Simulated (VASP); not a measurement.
# SbS3 (Pm-3m) in VASP: notebook

Runs on SbS3. Level: PBE. Tasks: single point.

Program: VASP 6.6.1. These are calculated values, not measurements. Logs are shortened: lines on timing, memory, paths and dates and some standing lists are left out, and cuts for length are marked.

## 1. The cell of the first run

It takes space group Pm-3m (No. 221, cubic). The conventional cell has a = 4.242 Å, b = 4.242 Å, c = 4.242 Å, α = 90.00°, β = 90.00°, γ = 90.00°. Sb (site symmetry m-3m) has 12 S at 3.00 Å within 3.9 Å. S (site symmetry 4/mmm) has 4 Sb at 3.00 Å and 8 S at 3.00 Å within 3.9 Å.

## 2. Single point, PBE

INCAR

```
ALGO = Normal
EDIFF = 1E-6
ENCUT = 520
GGA = PE
ISIF = 2
ISMEAR = 0
LASPH = True
LCHARG = False
LREAL = False
LWAVE = False
NBANDS = 20
NELM = 100
PREC = Accurate
SIGMA = 0.1
```

KPOINTS

```
k-points
0
Gamma
  4 4 4
```

POSCAR

```
SbS3
1.0
    4.2424100927      0.0000000000      0.0000000000
    0.0000000000      4.2424100927      0.0000000000
    0.0000000000      0.0000000000      4.2424100927
Sb S
1 3
Direct
    0.0000000000      0.0000000000      0.0000000000
    0.0000000000      0.5000000000      0.5000000000
    0.5000000000      0.0000000000      0.5000000000
    0.5000000000      0.5000000000      0.0000000000
```

Potentials or basis: VASP PAW PBE potentials, release 64 (Sb, S).

Run with:

```bash
$ cat potpaw_PBE.64/Sb/POTCAR potpaw_PBE.64/S/POTCAR > POTCAR
$ mpirun -np 1 vasp_std > vasp.out
```

OUTCAR:

```text
EDIFF = 1E-6
   ENCUT = 520
   GGA = PE
   ISIF = 2
   ISMEAR = 0
   LASPH = True
   LREAL = False
   NELM = 100
   PREC = Accurate

 ion  position               nearest neighbor table
   1  0.000  0.000  0.000-   2 3.00   3 3.00   4 3.00   2 3.00   3 3.00   2 3.00   4 3.00   2 3.00
                             3 3.00   4 3.00   3 3.00   4 3.00
   2  0.000  0.500  0.500-   1 3.00   1 3.00   1 3.00   1 3.00
   3  0.500  0.000  0.500-   1 3.00   1 3.00   1 3.00   1 3.00
   4  0.500  0.500  0.000-   1 3.00   1 3.00   1 3.00   1 3.00

  LATTYP: Found a simple cubic cell.
 ALAT       =     4.2424100927

  Lattice vectors:

 A1 = (   4.2424100927,   0.0000000000,   0.0000000000)
 A2 = (   0.0000000000,   4.2424100927,   0.0000000000)
 A3 = (   0.0000000000,   0.0000000000,   4.2424100927)

Analysis of symmetry for initial positions (statically):
=====================================================================
 Subroutine PRICEL returns:
 Original cell was already a primitive cell.

 Routine SETGRP: Setting up the symmetry group for a
 simple cubic supercell.

 Subroutine GETGRP returns: Found 48 space group operations
 (whereof 48 operations were pure point group operations)
 out of a pool of 48 trial point group operations.

The static configuration has the point symmetry O_h .

Analysis of symmetry for dynamics (positions and initial velocities):
=====================================================================
 Subroutine PRICEL returns:
 Original cell was already a primitive cell.

 Routine SETGRP: Setting up the symmetry group for a
 simple cubic supercell.

 Subroutine GETGRP returns: Found 48 space group operations
 (whereof 48 operations were pure point group operations)
 out of a pool of 48 trial point group operations.

The dynamic configuration has the point symmetry O_h .

 Subroutine INISYM returns: Found 48 space group operations
 (whereof 48 operations are pure point group operations),
 and found     1 'primitive' translations

----------------------------------------------------------------------------------------

                                     Primitive cell

  volume of cell :      76.3551

  direct lattice vectors                    reciprocal lattice vectors
     4.242410093  0.000000000  0.000000000     0.235715072  0.000000000  0.000000000
     0.000000000  4.242410093  0.000000000     0.000000000  0.235715072  0.000000000
     0.000000000  0.000000000  4.242410093     0.000000000  0.000000000  0.235715072

  length of vectors
     4.242410093  4.242410093  4.242410093     0.235715072  0.235715072  0.235715072

  position of ions in fractional coordinates (direct lattice)
     0.000000000  0.000000000  0.000000000
     0.000000000  0.500000000  0.500000000
     0.500000000  0.000000000  0.500000000
     0.500000000  0.500000000  0.000000000

  ion indices of the primitive-cell ions
   primitive index   ion index
                 1           1
                 2           2
                 3           3
                 4           4

----------------------------------------------------------------------------------------

 KPOINTS: k-points

Automatic generation of k-mesh.
 Grid dimensions read from file:
 generate k-points for:    4    4    4

 Generating k-lattice:

  Cartesian coordinates                     Fractional coordinates (reciprocal lattice)
     0.058928768  0.000000000  0.000000000     0.250000000  0.000000000  0.000000000
     0.000000000  0.058928768  0.000000000     0.000000000  0.250000000  0.000000000
     0.000000000  0.000000000  0.058928768     0.000000000  0.000000000  0.250000000

  Length of vectors
     0.058928768  0.058928768  0.058928768

  Shift w.r.t. Gamma in fractional coordinates (k-lattice)
     0.000000000  0.000000000  0.000000000

 Subroutine IBZKPT returns following result:
 ===========================================

 Found     10 irreducible k-points:

 Following reciprocal coordinates:
            Coordinates               Weight
  0.000000  0.000000  0.000000      1.000000
  0.250000  0.000000  0.000000      6.000000
  0.500000  0.000000  0.000000      3.000000
  0.250000  0.250000  0.000000     12.000000
  0.500000  0.250000  0.000000     12.000000
  0.500000  0.500000  0.000000      3.000000
  0.250000  0.250000  0.250000      8.000000
  0.500000  0.250000  0.250000     12.000000
  0.500000  0.500000  0.250000      6.000000
  0.500000  0.500000  0.500000      1.000000
   k-points           NKPTS =     10   k-points in BZ     NKDIM =     10   number of bands    NBANDS=     20
   number of dos      NEDOS =    301   number of ions     NIONS =      4
   total plane-waves  NPLWV =  32768
   dimension x,y,z NGX =    32 NGY =   32 NGZ =   32
   dimension x,y,z NGXF=    64 NGYF=   64 NGZF=   64
   ions per type =               1   3
   NGX,Y,Z   is equivalent  to a cutoff of  12.54, 12.54, 12.54 a.u.
   NGXF,Y,Z  is equivalent  to a cutoff of  25.08, 25.08, 25.08 a.u.
 SYSTEM =  unknown system
   PREC   = accura    normal or accurate (medium, high low for compatibility)
   ISTART =      0    job   : 0-new  1-cont  2-samecut
   ICHARG =      2    charge: 1-file 2-atom 10-const
   ISPIN  =      1    spin polarized calculation?
   LNONCOLLINEAR =      F non collinear calculations
   LSORBIT =      F    spin-orbit coupling
   LASPH  =      T    aspherical Exc in radial PAW
   ENCUT  =  520.0 eV  38.22 Ry    6.18 a.u.   7.89  7.89  7.89*2*pi/ulx,y,z
   NELM   =    100;   NELMIN=  2; NELMDL= -5     # of ELM steps
   EDIFF  = 0.1E-05   stopping-criterion for ELM
   LREAL  =      F    real-space projection
   EDIFFG = 0.1E-04   stopping-criterion for IOM
   NSW    =      0    number of steps for IOM
   IBRION =     -1    ionic relax: 0-MD 1-quasi-New 2-CG
   NFREE  =      0    steps in history (QN), initial steepest desc. (CG)
   ISIF   =      2    stress and relaxation
   ISYM   =      2    0-nonsym 1-usesym 2-fastsym
   POTIM  = 0.5000    time-step for ionic-motion
   TEBEG  =    0.0;   TEEND  =   0.0 temperature during run
   PSTRESS=    0.0 pullay stress
   NELECT =      23.0000    total number of electrons
   NUPDOWN=      -1.0000    fix difference up-down
   EMIN   =  10.00;   EMAX   =-10.00  energy-range for DOS
   EFERMI =   0.00;   METHOD = LEGACY
   ISMEAR =     0;   SIGMA  =   0.10  broadening in eV -4-tet -1-fermi 0-gaus
   EFERMI_NEDOS =   21; number of points for ismear=-14 and -15
   IALGO  =     38    algorithm
   IMIX   =      4    mixing-type and parameters
     AMIX     =   0.40;   BMIX     =  1.00
     AMIX_MAG =   1.60;   BMIX_MAG =  1.00
  volume/ion in A,a.u.               =      19.09       128.82
  Fermi-wavevector in a.u.,A,eV,Ry     =   1.097416  2.073816 16.385807  1.204323
  Thomas-Fermi vector in A             =   2.233776
   LORBIT       =      0    0 simple, 1 ext, 2 COOP (PROOUT), +10 PAW based schemes
   GGA     = PE    functional components
   LHFCALC =     F    Hartree Fock is set to
   AEXX    =    0.0000 exact exchange contribution
   IVDW    =     0    specifies the selected vdW correction
   LEPSILON=     F    determine dielectric tensor
   LRPA    =     F    only Hartree local field effects (RPA)
 non-spin polarized calculation
 Gauss-broadening in eV      SIGMA  =   0.10
  energy-cutoff  :      520.00
  volume of cell :       76.36
 maximum number of plane-waves:      2103
 NGX is ok and might be reduce to    32
   NGX = 15   NGY = 15   NGZ = 15

 number of electron      23.0000011 magnetization

 Free energy of the ion-electron system (eV)
  ---------------------------------------------------
  ext. energy  EPLUGINS =         0.00000000
  ---------------------------------------------------
  free energy    TOTEN  =       -13.41396112 eV

  energy without entropy =      -13.38456368  energy(sigma->0) =      -13.39926240

 E-fermi :   7.2664     XC(G=0): -10.6736

 val. band max:        7.2250051515   @ k =   0.5000   0.2500   0.2500
 cond. band min:       7.3023629290   @ k =   0.2500   0.2500   0.2500
 fundamental gap:      0.0773577775
 Fermi energy:         7.2663613499

 k-point     1 :       0.0000    0.0000    0.0000
  band No.  band energies     occupation
      1      -7.9848      2.00000
      2      -3.7842      2.00000
      3      -3.7842      2.00000
      4      -0.1928      2.00000
      5       1.7389      2.00000
      6       1.7389      2.00000
[... 12 lines left out ...]
     19      13.2778      0.00000
     20      13.2778      0.00000

 k-point     2 :       0.2500    0.0000    0.0000
  band No.  band energies     occupation
      1      -7.5664      2.00000
      2      -4.6645      2.00000
      3      -3.7229      2.00000
      4      -0.8491      2.00000
      5       2.1945      2.00000
      6       2.1945      2.00000
[... 12 lines left out ...]
     19      13.8217      0.00000
     20      15.3339      0.00000

 k-point     3 :       0.5000    0.0000    0.0000
  band No.  band energies     occupation
      1      -6.5820      2.00000
      2      -6.0874      2.00000
      3      -3.6592      2.00000
      4      -0.9802      2.00000
      5       3.3757      2.00000
      6       3.3757      2.00000
[... 12 lines left out ...]
     19      15.7934      0.00000
     20      16.1594      0.00000

 k-point     4 :       0.2500    0.2500    0.0000
  band No.  band energies     occupation
      1      -7.1632      2.00000
      2      -4.6913      2.00000
      3      -4.2040      2.00000
      4      -1.4871      2.00000
      5       2.6424      2.00000
      6       3.2176      2.00000
[... 12 lines left out ...]
     19      15.4729      0.00000
     20      15.6055      0.00000

 k-point     5 :       0.5000    0.2500    0.0000
  band No.  band energies     occupation
      1      -6.2305      2.00000
      2      -5.7756      2.00000
      3      -4.1699      2.00000
      4      -1.8153      2.00000
      5       3.0059      2.00000
      6       3.2046      2.00000
[... 12 lines left out ...]
     19      16.5514      0.00000
     20      16.9861      0.00000

 k-point     6 :       0.5000    0.5000    0.0000
  band No.  band energies     occupation
      1      -5.3306      2.00000
      2      -5.3306      2.00000
      3      -5.2372      2.00000
      4      -2.7210      2.00000
      5       3.5399      2.00000
      6       3.5659      2.00000
[... 12 lines left out ...]
     19      16.6189      0.00000
     20      16.8593      0.00000

 k-point     7 :       0.2500    0.2500    0.2500
  band No.  band energies     occupation
      1      -6.7800      2.00000
      2      -4.5529      2.00000
      3      -4.5529      2.00000
      4      -1.8413      2.00000
      5       2.3475      2.00000
      6       2.3475      2.00000
[... 12 lines left out ...]
     19      14.8598      0.00000
     20      17.1994      0.00000

 k-point     8 :       0.5000    0.2500    0.2500
  band No.  band energies     occupation
      1      -5.9163      2.00000
      2      -5.5078      2.00000
      3      -4.3995      2.00000
      4      -1.9396      2.00000
      5       1.6442      2.00000
      6       1.7652      2.00000
[... 12 lines left out ...]
     19      16.6025      0.00000
     20      16.6402      0.00000

 k-point     9 :       0.5000    0.5000    0.2500
  band No.  band energies     occupation
      1      -5.1568      2.00000
      2      -5.1568      2.00000
      3      -5.1047      2.00000
      4      -2.3029      2.00000
      5       1.7112      2.00000
      6       1.7112      2.00000
[... 12 lines left out ...]
     19      16.8052      0.00000
     20      17.3544      0.00000

 k-point    10 :       0.5000    0.5000    0.5000
  band No.  band energies     occupation
      1      -4.9577      2.00000
      2      -4.9577      2.00000
      3      -4.9577      2.00000
      4      -1.6084      2.00000
      5       0.7384      2.00000
      6       0.7384      2.00000
[... 12 lines left out ...]
     19      15.7709      0.00000
     20      17.8507      0.00000

------------------------ aborting loop because EDIFF is reached ----------------------------------------

  FORCE on cell =-STRESS in cart. coord.  units (eV):
  Direction    XX          YY          ZZ          XY          YZ          ZX
  --------------------------------------------------------------------------------------
  -------------------------------------------------------------------------------------
  Total       -0.1401065     -0.1401065     -0.1401065      0.0000000      0.0000000      0.0000000
  in kB       -2.9398896     -2.9398896     -2.9398896      0.0000000      0.0000000      0.0000000
  external PRESSURE =      -2.9398896 kB  Pullay stress =       0.0000000 kB

 VOLUME and BASIS-vectors are now :
 -----------------------------------------------------------------------------
  energy-cutoff  :      520.00
  volume of cell :       76.36
      direct lattice vectors                 reciprocal lattice vectors
     4.242410093  0.000000000  0.000000000     0.235715072  0.000000000  0.000000000
     0.000000000  4.242410093  0.000000000     0.000000000  0.235715072  0.000000000
     0.000000000  0.000000000  4.242410093     0.000000000  0.000000000  0.235715072

 POSITION                                       TOTAL-FORCE (eV/Angst)
 -----------------------------------------------------------------------------------
      0.00000      0.00000      0.00000         0.000000      0.000000      0.000000
      0.00000      2.12121      2.12121         0.000000      0.000000      0.000000
      2.12121      0.00000      2.12121         0.000000      0.000000      0.000000
      2.12121      2.12121      0.00000         0.000000      0.000000      0.000000
 -----------------------------------------------------------------------------------
    total drift:                                0.000000     -0.000000     -0.000000

  FREE ENERGIE OF THE ION-ELECTRON SYSTEM (eV)
  ---------------------------------------------------
  free  energy   TOTEN  =       -13.4139611233 eV

  energy  without entropy=      -13.3845636752  energy(sigma->0) =      -13.39926240
```

Wall time 26 s (1 thread of AMD EPYC 7R13, shared host); peak memory 0.15 GiB.

Results:

```yaml
Free_energy: -13.4140 eV
Pressure: -0.3 GPa
```

Levels at points of the mesh, in eV from the Fermi level:
| k point | band 9 | band 10 | band 11 | band 12 | band 13 | band 14 |
| --- | --- | --- | --- | --- | --- | --- |
| (0.00, 0.00, 0.00) | -1.17 | -1.17 | 0.11 | 0.11 | 0.11 | 4.49 |
| (0.50, 0.00, 0.00) | -2.40 | -1.82 | -0.30 | 0.17 | 0.32 | 0.32 |
| (0.50, 0.50, 0.00) | -2.45 | -2.43 | -2.22 | -0.50 | 0.96 | 1.14 |
| (0.50, 0.50, 0.50) | 1.02 | 1.02 | 1.02 | 1.27 | 1.27 | 4.74 |

Caveat: the k points lie up to 0.37 Å⁻¹ apart; spin-orbit coupling is left out, which moves the levels of the heavy elements.

## 3. Single point, PBE

This run uses another cell than the first one, of 25.15 Å³/atom, 1.318 times its volume.

INCAR

```
  ALGO = Normal
  EDIFF = 1E-6
  ENCUT = 520
  GGA = PE
  ISIF = 2
  ISMEAR = 0
  LASPH = True
  LCHARG = False
  LREAL = False
  LWAVE = False
  NBANDS = 20
  NELM = 60
  PREC = Accurate
  SIGMA = 0.1
```

KPOINTS is that of step 2.

POSCAR

```
SbS3
1.0
    4.6508777400      0.0000000000      0.0000000000
    0.0000000000      4.6508777400      0.0000000000
    0.0000000000      0.0000000000      4.6508777400
Sb S
1 3
Direct
    0.0000000000      0.0000000000      0.0000000000
    0.0000000000      0.5000000000      0.5000000000
    0.5000000000      0.0000000000      0.5000000000
    0.5000000000      0.5000000000      0.0000000000
```

Potentials or basis: VASP PAW PBE potentials, release 64 (Sb, S).

Run with:

```bash
$ cat potpaw_PBE.64/Sb/POTCAR potpaw_PBE.64/S/POTCAR > POTCAR
$ mpirun -np 1 vasp_std > vasp.out
```

It took 46 s on 1 thread of AMD EPYC 7R13, shared host; peak memory 0.18 GiB.

The run converged. Its results:

```
Free energy : -12.3315 eV
Pressure    : -11.0 GPa
```

Levels at points of the mesh, in eV from the Fermi level:
| k point | band 9 | band 10 | band 11 | band 12 | band 13 | band 14 |
| --- | --- | --- | --- | --- | --- | --- |
| (0.00, 0.00, 0.00) | -0.80 | -0.80 | 0.02 | 0.02 | 0.02 | 2.96 |
| (0.50, 0.00, 0.00) | -1.51 | -1.26 | -0.79 | -0.09 | 0.20 | 0.20 |
| (0.50, 0.50, 0.00) | -1.61 | -1.61 | -1.39 | -0.16 | 0.57 | 0.71 |
| (0.50, 0.50, 0.50) | 0.61 | 0.61 | 0.61 | 0.76 | 0.76 | 3.13 |

Caveat: spin-orbit coupling is left out, which moves the levels of the heavy elements.
